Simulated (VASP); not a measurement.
## Cs3Sc: relaxation of cell and atoms with PBE

Crystal: Cs3Sc.

```
CELL_PARAMETERS angstrom
6.65874 0.00000 0.00000
0.00000 6.65874 0.00000
0.00000 0.00000 6.65874
ATOMIC_POSITIONS crystal
Cs 0.00000 0.50000 0.50000
Cs 0.50000 0.00000 0.50000
Cs 0.50000 0.50000 0.00000
Sc 0.00000 0.00000 0.00000
```

```json
{"Program": "VASP 6.6.1", "Task": "relaxation of cell and atoms", "Functional": "PBE", "Potentials or basis": "VASP PAW PBE potentials, release 64 (Cs_sv, Sc_sv)", "Cutoff": "600 eV", "k mesh": "8 × 8 × 8", "Occupations": "gaussian, width 0.1 eV", "Spin": "no spin polarisation", "Dipole correction": "no", "Further INCAR settings": "ALGO = Fast; EDIFF = 1e-07; IBRION = 2; EDIFFG = -0.01; NSW = 100; ISIF = 3"}
```

The relaxed volume is 74.23 Å³/atom. The relaxed cell is a = 6.671 Å, b = 6.671 Å, c = 6.671 Å, α = 90.00°, β = 90.00°, γ = 90.00° and the space group after relaxing (to 0.1 Å) is Pm-3m (No. 221). The energy gained by relaxing is 0.0 meV/atom and the ionic steps are 2. The pressure after relaxing is 0.0 GPa. The band gap on the k mesh is zero (bands 19 and 20 overlap by 0.29 eV).

Step by step:
| step | energy change (eV) | largest force (eV/Å) | pressure (GPa) | volume (Å³) |
| --- | --- | --- | --- | --- |
| 1 | 0.0000 | 0.0000 | 0.08 | 295.24 |
| 2 | -0.0001 | 0.0000 | 0.00 | 296.91 |

Final structure:
```cif
data_structure
_symmetry_space_group_name_H-M 'P 1'
_symmetry_Int_Tables_number 1
_cell_length_a 6.6713
_cell_length_b 6.6713
_cell_length_c 6.6713
_cell_angle_alpha 90.000
_cell_angle_beta 90.000
_cell_angle_gamma 90.000
_cell_volume 296.91
loop_
_atom_site_label
_atom_site_type_symbol
_atom_site_fract_x
_atom_site_fract_y
_atom_site_fract_z
_atom_site_occupancy
Cs1 Cs 0.00000 0.50000 0.50000 1
Cs2 Cs 0.50000 0.00000 0.50000 1
Cs3 Cs 0.50000 0.50000 0.00000 1
Sc1 Sc 0.00000 0.00000 0.00000 1
```

Levels at points of the mesh, in eV from the Fermi level:
| k point | band 16 | band 17 | band 18 | band 19 | band 20 | band 21 | band 22 | band 23 |
| --- | --- | --- | --- | --- | --- | --- | --- | --- |
| (0.00, 0.00, 0.00) | -10.02 | -2.44 | -0.29 | -0.20 | -0.20 | 0.11 | 0.11 | 0.11 |
| (0.50, 0.00, 0.00) | -10.05 | -1.72 | -0.88 | 0.04 | 0.19 | 0.27 | 0.28 | 0.57 |
| (0.50, 0.50, 0.00) | -9.99 | -1.38 | -0.18 | -0.18 | -0.05 | 0.20 | 0.26 | 0.28 |
| (0.50, 0.50, 0.50) | -9.99 | -1.53 | -0.18 | -0.18 | -0.18 | 0.33 | 0.33 | 0.76 |

It took 40 min on 1 thread of Intel(R) Xeon(R) Platinum 8488C (Sapphire Rapids), on a shared host, peak memory 0.61 GiB.

Caveat: the highest band is partly filled, so the run has too few bands; spin-orbit coupling is left out, which moves the levels of the heavy elements.
